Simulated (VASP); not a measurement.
Al2As3:

```
Al As
1.0
     3.73049    0.00000    0.00000
    -1.86524    3.23070    0.00000
     0.00000    0.00000    8.04954
Al As
2 3
Direct
  0.33333 0.66667 0.18917
  0.66667 0.33333 0.81083
  0.00000 0.00000 0.00000
  0.33333 0.66667 0.61479
  0.66667 0.33333 0.38521
```

- Program: VASP 6.6.1
- Task: relaxation of cell and atoms
- Functional: PBE
- Potentials or basis: VASP PAW PBE potentials, release 64 (Al, As)
- Cutoff: 600 eV
- k mesh: 12 × 12 × 6
- Occupations: gaussian, width 0.1 eV
- Spin: no spin polarisation

At the start: pressure 0.1 GPa; volume 19.40 Å³/atom.

**Question.** How do energy, volume and symmetry change on relaxing?

**Answer.** Over 11 steps the energy falls by 3.1 meV/atom and the volume is 19.32 Å³/atom (-0.4 %); space group P-3m1 (No. 164, to 0.1 Å) before and after.

Step by step:
```csv
step,energy change (eV),largest force (eV/Å),pressure (GPa),volume (Å³)
1,0.0000,0.0162,0.06,97.01
2,-0.0099,0.0496,-0.19,97.11
3,-0.0130,0.0957,-0.41,97.19
4,-0.0146,0.0746,0.18,96.38
5,-0.0146,0.0753,0.16,96.41
6,-0.0154,0.0389,0.08,96.49
7,-0.0156,0.0216,-0.01,96.59
8,-0.0156,0.0168,0.01,96.57
9,-0.0157,0.0122,-0.01,96.60
10,-0.0157,0.0047,-0.05,96.66
11,-0.0157,0.0034,-0.01,96.61
```

Final structure:
```cif
data_structure
_symmetry_space_group_name_H-M 'P 1'
_symmetry_Int_Tables_number 1
_cell_length_a 3.6847
_cell_length_b 3.6847
_cell_length_c 8.2166
_cell_angle_alpha 90.000
_cell_angle_beta 90.000
_cell_angle_gamma 120.000
_cell_volume 96.61
loop_
_atom_site_label
_atom_site_type_symbol
_atom_site_fract_x
_atom_site_fract_y
_atom_site_fract_z
_atom_site_occupancy
Al1 Al 0.33333 0.66667 0.18937 1
Al2 Al 0.66667 0.33333 0.81063 1
As1 As 0.00000 0.00000 0.00000 1
As2 As 0.33333 0.66667 0.61276 1
As3 As 0.66667 0.33333 0.38724 1
```

Caveat: an odd number of electrons without spin polarisation forces a metal; a magnetic or distorted state may lie lower.
